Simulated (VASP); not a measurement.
# ZnO (P6_3mc) in VASP: settings compared

ZnO is run at these levels: PBE, r2SCAN; tasks: single point.

Everything below comes from runs of VASP 6.6.1. Logs are shortened: lines on timing, memory, paths and dates and some standing lists are left out, and cuts for length are marked.

### Step 1. The cell of the first run

Symmetry: P6_3mc, No. 186, hexagonal system. Conventional cell: a = 3.271 Å, b = 3.271 Å, c = 5.151 Å, α = 90.00°, β = 90.00°, γ = 120.00°. Within 2.6 Å of Zn (site symmetry 3m) lie 4 O at 1.98 to 1.99 Å. Within 2.6 Å of O (site symmetry 3m) lie 4 Zn at 1.98 to 1.99 Å.

### Step 2. Single point, PBE (epitaxial xy strain +1.1%)

The input, INCAR:

```
SYSTEM = ZnO
PREC = Accurate ; ENCUT = 520
EDIFF = 1E-6 ; ISMEAR = -1
SIGMA = 0.02 ; LREAL = .FALSE.
LASPH = .TRUE. ; NELM = 80
ALGO = Normal ; ISIF = 2
LWAVE = .FALSE. ; LCHARG = .FALSE.
GGA = PE ; NBANDS = 26
```

The input, KPOINTS:

```
Automatic mesh
0
G
  12 12 6
  0 0 0
```

The input, POSCAR:

```
ZnO
1.0
    3.2709296136      0.0000000000      0.0000000000
   -1.6354648068      2.8327081393      0.0000000000
    0.0000000000      0.0000000000      5.1513321237
Zn O
2 2
Direct
    0.3333333333      0.6666666667     -0.0052082116
    0.6666666667      0.3333333333      0.4947917884
    0.3333333333      0.6666666667      0.3802082116
    0.6666666667      0.3333333333      0.8802082116
```

Potentials or basis: VASP PAW PBE potentials, release 64 (Zn, O).

Started as:

```sh
> cat potpaw_PBE.64/Zn/POTCAR potpaw_PBE.64/O/POTCAR > POTCAR
> mpirun -np 1 vasp_std > vasp.out
```

OUTCAR:

```text
SYSTEM = ZnO
   PREC = Accurate
   ENCUT = 520
   EDIFF = 1E-6
   ISMEAR = -1
   LREAL = .FALSE.
   LASPH = .TRUE.
   NELM = 80
   ISIF = 2
   GGA = PE

 ion  position               nearest neighbor table
   1  0.333  0.667  0.995-   4 1.98   4 1.98   4 1.98   3 1.99
   2  0.667  0.333  0.495-   3 1.98   3 1.98   3 1.98   4 1.99
   3  0.333  0.667  0.380-   2 1.98   2 1.98   2 1.98   1 1.99
   4  0.667  0.333  0.880-   1 1.98   1 1.98   1 1.98   2 1.99

  LATTYP: Found a hexagonal cell.
 ALAT       =     3.2709296136
 C/A-ratio  =     1.5748832082

  Lattice vectors:

 A1 = (   3.2709296136,   0.0000000000,   0.0000000000)
 A2 = (  -1.6354648068,   2.8327081393,   0.0000000000)
 A3 = (   0.0000000000,   0.0000000000,   5.1513321237)

Analysis of symmetry for initial positions (statically):
=====================================================================
 Subroutine PRICEL returns:
 Original cell was already a primitive cell.

 Routine SETGRP: Setting up the symmetry group for a
 hexagonal supercell.

 Subroutine GETGRP returns: Found 12 space group operations
 (whereof  6 operations were pure point group operations)
 out of a pool of 24 trial point group operations.

The static configuration has the point symmetry C_3v.
 The point group associated with its full space group is C_6v.

Analysis of symmetry for dynamics (positions and initial velocities):
=====================================================================
 Subroutine PRICEL returns:
 Original cell was already a primitive cell.

 Routine SETGRP: Setting up the symmetry group for a
 hexagonal supercell.

 Subroutine GETGRP returns: Found 12 space group operations
 (whereof  6 operations were pure point group operations)
 out of a pool of 24 trial point group operations.

The dynamic configuration has the point symmetry C_3v.
 The point group associated with its full space group is C_6v.

 Subroutine INISYM returns: Found 12 space group operations
 (whereof  6 operations are pure point group operations),
 and found     1 'primitive' translations

----------------------------------------------------------------------------------------

                                     Primitive cell

  volume of cell :      47.7301

  direct lattice vectors                    reciprocal lattice vectors
[... 82 lines left out ...]
   PREC   = accura    normal or accurate (medium, high low for compatibility)
   ISTART =      0    job   : 0-new  1-cont  2-samecut
   ICHARG =      2    charge: 1-file 2-atom 10-const
   ISPIN  =      1    spin polarized calculation?
   LNONCOLLINEAR =      F non collinear calculations
   LSORBIT =      F    spin-orbit coupling
   LASPH  =      T    aspherical Exc in radial PAW
   ENCUT  =  520.0 eV  38.22 Ry    6.18 a.u.   6.08  6.08  9.58*2*pi/ulx,y,z
   NELM   =     80;   NELMIN=  2; NELMDL= -5     # of ELM steps
   EDIFF  = 0.1E-05   stopping-criterion for ELM
   LREAL  =      F    real-space projection
   EDIFFG = 0.1E-04   stopping-criterion for IOM
   NSW    =      0    number of steps for IOM
   IBRION =     -1    ionic relax: 0-MD 1-quasi-New 2-CG
   NFREE  =      0    steps in history (QN), initial steepest desc. (CG)
   ISIF   =      2    stress and relaxation
   ISYM   =      2    0-nonsym 1-usesym 2-fastsym
   POTIM  = 0.5000    time-step for ionic-motion
   TEBEG  =    0.0;   TEEND  =   0.0 temperature during run
   PSTRESS=    0.0 pullay stress
   NELECT =      36.0000    total number of electrons
   NUPDOWN=      -1.0000    fix difference up-down
   EMIN   =  10.00;   EMAX   =-10.00  energy-range for DOS
   EFERMI =   0.00;   METHOD = LEGACY
   ISMEAR =    -1;   SIGMA  =   0.02  broadening in eV -4-tet -1-fermi 0-gaus
   EFERMI_NEDOS =   21; number of points for ismear=-14 and -15
   IALGO  =     38    algorithm
   IMIX   =      4    mixing-type and parameters
     AMIX     =   0.40;   BMIX     =  1.00
     AMIX_MAG =   1.60;   BMIX_MAG =  1.00
  volume/ion in A,a.u.               =      11.93        80.52
  Fermi-wavevector in a.u.,A,eV,Ry     =   1.490201  2.816071 30.214438  2.220699
  Thomas-Fermi vector in A             =   2.603013
   LORBIT       =      0    0 simple, 1 ext, 2 COOP (PROOUT), +10 PAW based schemes
   GGA     = PE    functional components
   LHFCALC =     F    Hartree Fock is set to
   AEXX    =    0.0000 exact exchange contribution
   IVDW    =     0    specifies the selected vdW correction
   LEPSILON=     F    determine dielectric tensor
   LRPA    =     F    only Hartree local field effects (RPA)
 non-spin polarized calculation
  energy-cutoff  :      520.00
  volume of cell :       47.73
 maximum number of plane-waves:      1302
   NGX = 13   NGY = 13   NGZ = 19

 number of electron      36.0000060 magnetization

 Free energy of the ion-electron system (eV)
  ---------------------------------------------------
  ext. energy  EPLUGINS =         0.00000000
  ---------------------------------------------------
  free energy    TOTEN  =       -17.82297345 eV

  energy without entropy =      -17.82297345  energy(sigma->0) =      -17.82297345

 E-fermi :   1.5738     XC(G=0): -10.8960

 val. band max:        1.1669111896   @ k =   0.0000   0.0000   0.0000
 cond. band min:       1.9712538360   @ k =   0.0000   0.0000   0.0000
 fundamental gap:      0.8043426464
 Fermi energy:         1.5738409264

 k-point     1 :       0.0000    0.0000    0.0000
  band No.  band energies     occupation
      1     -16.8873      2.00000
      2     -16.1384      2.00000
      3      -4.5156      2.00000
      4      -4.5156      2.00000
      5      -4.3872      2.00000
      6      -4.3500      2.00000
[... 685 lines left out ...]
     25      14.5857      0.00000
     26      15.1007      0.00000

 [... further k-points ...]
[... 5 lines left out ...]
  --------------------------------------------------------------------------------------
  -------------------------------------------------------------------------------------
  Total        1.3917638      1.3917638      2.1329755      0.0000000      0.0000000      0.0000000
  in kB       46.7179249     46.7179249     71.5984920      0.0000000      0.0000000      0.0000000
  external PRESSURE =      55.0114472 kB  Pullay stress =       0.0000000 kB

 VOLUME and BASIS-vectors are now :
 -----------------------------------------------------------------------------
  energy-cutoff  :      520.00
  volume of cell :       47.73
      direct lattice vectors                 reciprocal lattice vectors
     3.270929614  0.000000000  0.000000000     0.305723485  0.176509536  0.000000000
    -1.635464807  2.832708139  0.000000000     0.000000000  0.353019073  0.000000000
     0.000000000  0.000000000  5.151332124     0.000000000  0.000000000  0.194124544

 POSITION                                       TOTAL-FORCE (eV/Angst)
 -----------------------------------------------------------------------------------
     -0.00000      1.88847      5.12450        -0.000000      0.000000     -0.014659
      1.63546      0.94424      2.54884         0.000000      0.000000     -0.014659
     -0.00000      1.88847      1.95858        -0.000000     -0.000000      0.014659
      1.63546      0.94424      4.53424         0.000000      0.000000      0.014659
 -----------------------------------------------------------------------------------
    total drift:                                0.000000      0.000001     -0.002615

  FREE ENERGIE OF THE ION-ELECTRON SYSTEM (eV)
  ---------------------------------------------------
  free  energy   TOTEN  =       -17.8229734528 eV

  energy  without entropy=      -17.8229734528  energy(sigma->0) =      -17.82297345
```

OSZICAR:

```text
N       E                     dE             d eps       ncg     rms          rms(c)
DAV:   1     0.293345285763E+03    0.29335E+03   -0.18155E+04  4000   0.202E+03
DAV:   2     0.103487457987E+02   -0.28300E+03   -0.26534E+03  4144   0.411E+02
DAV:   3    -0.204687670599E+02   -0.30818E+02   -0.30413E+02  4386   0.138E+02
DAV:   4    -0.210607368201E+02   -0.59197E+00   -0.59070E+00  4386   0.195E+01
DAV:   5    -0.210636931668E+02   -0.29563E-02   -0.29562E-02  4288   0.142E+00    0.147E+01
DAV:   6    -0.176517246198E+02    0.34120E+01   -0.66179E+00  6252   0.616E+01    0.896E+00
DAV:   7    -0.178605526377E+02   -0.20883E+00   -0.29393E+00  4018   0.170E+01    0.536E+00
DAV:   8    -0.178706200101E+02   -0.10067E-01   -0.49719E-01  5852   0.747E+00    0.163E+00
DAV:   9    -0.178201924922E+02    0.50428E-01   -0.10241E-01  5760   0.632E+00    0.295E-01
DAV:  10    -0.178228551130E+02   -0.26626E-02   -0.36741E-02  3994   0.131E+00    0.131E-01
DAV:  11    -0.178229322591E+02   -0.77146E-04   -0.55699E-04  4376   0.257E-01    0.320E-02
DAV:  12    -0.178229702445E+02   -0.37985E-04   -0.99794E-05  4434   0.264E-01    0.185E-02
DAV:  13    -0.178229792233E+02   -0.89788E-05   -0.23599E-05  4476   0.103E-01    0.204E-02
DAV:  14    -0.178229735238E+02    0.56995E-05   -0.14193E-05  4826   0.405E-02    0.225E-03
DAV:  15    -0.178229734528E+02    0.71040E-07   -0.32255E-06  3706   0.167E-02
   1 F= -.17822973E+02 E0= -.17822973E+02  d E =-.652096E-11
```

It took 2.1 min on 1 thread of AMD EPYC 7R43 (Zen 3), shared host; peak memory 0.17 GiB.

What came out:

```yaml
Free_energy: -17.8230 eV
Pressure: 5.5 GPa
Largest_force: 0.015 eV/Å
Band_gap_on_the_k_mesh: 0.80 eV, direct
```

Forces on the atoms (eV/Å):
```
Zn   0.000  0.000 -0.015
Zn   0.000  0.000 -0.015
O    0.000  0.000  0.015
O    0.000  0.000  0.015
```

Caveat: the cell differs from its parent crystal (epitaxial xy strain +1.1%).

### Step 3. Single point, r2SCAN (epitaxial xy strain +1.1%)

POSCAR is that of step 2.

The input, INCAR.step1:

```
SYSTEM = ZnO
ALGO = Normal
EDIFF = 1E-4
ENCUT = 520
GGA = PE
ISMEAR = 0
LASPH = .True.
LCHARG = .False.
LREAL = .False.
LWAVE = .True.
NBANDS = 26
NELM = 80
PREC = Accurate
SIGMA = 0.01
```

The input, INCAR.step2:

```
SYSTEM = ZnO
ALGO = Normal
EDIFF = 1E-6
ENCUT = 520
ISIF = 2
ISMEAR = 0
ISTART = 1
LASPH = .True.
LCHARG = .False.
LMIXTAU = .True.
LREAL = .False.
LWAVE = .False.
METAGGA = R2SCAN
NBANDS = 26
NELM = 80
PREC = Accurate
SIGMA = 0.01
```

The input, KPOINTS:

```
k-points
0
Gamma
  12 12 6
  0 0 0
```

Potentials or basis: VASP PAW PBE potentials, release 64 (Zn, O).

Started as:

```sh
> cat potpaw_PBE.64/Zn/POTCAR potpaw_PBE.64/O/POTCAR > POTCAR
> cp INCAR.step1 INCAR
> mpirun -np 1 vasp_std > vasp.out
> cp INCAR.step2 INCAR
> mpirun -np 1 vasp_std > vasp.out
```

Wall time 7.5 min (1 thread of AMD EPYC 7R43 (Zen 3), shared host); peak memory 0.18 GiB.

The run converged. Its results:

- Free energy: -36.3124 eV
- Pressure: -0.7 GPa
- Largest force: 0.003 eV/Å
- Band gap on the k mesh: 1.24 eV, direct

Forces on the atoms (eV/Å):
```
Zn   0.000  0.000  0.003
Zn   0.000  0.000  0.003
O    0.000  0.000 -0.003
O    0.000  0.000 -0.003
```

Stress tensor (GPa, compression positive):
```
-1.48  0.00  0.00
 0.00 -1.48  0.00
 0.00  0.00  1.00
```

Levels at points of the mesh, in eV from the valence-band top:
| k point | band 15 | band 16 | band 17 | band 18 | band 19 | band 20 | band 21 | band 22 |
| --- | --- | --- | --- | --- | --- | --- | --- | --- |
| (0.00, 0.00, 0.00) | -0.81 | -0.09 | 0.00 | 0.00 | 1.24 | 5.75 | 8.99 | 13.47 |
| (0.50, 0.00, 0.00) | -2.81 | -2.34 | -1.24 | -0.89 | 6.38 | 7.32 | 8.26 | 9.13 |
| (0.00, 0.00, 0.50) | -0.40 | -0.40 | -0.40 | -0.40 | 3.95 | 3.95 | 10.92 | 10.92 |
| (0.50, 0.00, 0.50) | -1.57 | -1.57 | -1.29 | -1.29 | 6.28 | 6.28 | 9.11 | 9.11 |

Caveat: the cell differs from its parent crystal (epitaxial xy strain +1.1%); the PAW data sets were made with another functional, which shifts forces and pressure a little.
